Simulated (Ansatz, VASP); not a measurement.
## BN: VASP beside Ansatz

```
B N
1.0
     2.50399    0.00000    0.00000
    -1.25200    2.16852    0.00000
     0.00000    0.00000    6.66120
B N
2 2
Cartesian
  0.0000 1.4457 1.6653
  1.2520 0.7228 4.9959
  0.0000 1.4457 4.9959
  1.2520 0.7228 1.6653
```

Alike in both runs: task single point; functional PBE; k mesh 6 × 6 × 4; occupations gaussian, width 0.1 eV; no spin polarisation.

```csv
,VASP,Ansatz
version,VASP 6.6.1,Ansatz 0.2.0
potentials or method,"VASP PAW PBE potentials, release 64 (B, N), cutoff 520 eV","scalar-relativistic, plane waves, PAW"
valence electrons in the cell,16,16
```

```tsv
	VASP	Ansatz	Ansatz less VASP
gap on the k mesh at the Fermi level (eV)	4.28	4.29	+0.007
least direct gap on the mesh (eV)	4.64	4.65	+0.003
pressure (GPa)	3.4	3.3	-0.08
traceless stress, the component that is largest in VASP (GPa)	-0.66	-0.45	+0.205
```

The k mesh is coarse, so the values compare programs but aren't converged.
